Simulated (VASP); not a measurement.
SnSe, 2 atoms in the cell. It takes space group Fm-3m (No. 225, cubic). The conventional cell has a = 5.352 Å, b = 5.352 Å, c = 5.352 Å, α = 90.00°, β = 90.00°, γ = 90.00°. Sn (site symmetry m-3m) has 6 Se at 2.68 Å within 3.5 Å. Se (site symmetry m-3m) has 6 Sn at 2.68 Å within 3.5 Å. 

| Quantity | Value |
| --- | --- |
| Program | VASP 6.6.1 |
| Task | single point |
| Functional | PBE |
| Potentials or basis | VASP PAW PBE potentials, release 64 (Sn_d, Se) |
| Cutoff | 520 eV |
| k mesh | 12 × 12 × 12 |
| Occupations | gaussian, width 0.01 eV |
| Spin | no spin polarisation |
| Dipole correction | no |
| Further INCAR settings | ALGO = Normal; EDIFF = 1e-07; NBANDS = 17 |

Potentials or basis: VASP PAW PBE potentials, release 64 (Sn_d, Se).

Launch:

```sh
$ cat potpaw_PBE.64/Sn_d/POTCAR potpaw_PBE.64/Se/POTCAR > POTCAR
$ mpirun -np 1 vasp_std > vasp.out
```

Hardware: 1 thread of Intel Xeon 8259CL, on a shared host.

Task: Estimate the wall time of this run.

Result: It took 66 s on 1 thread of Intel Xeon 8259CL (shared host), peak memory 0.19 GiB. Counts: scf iterations 14, k points 72.
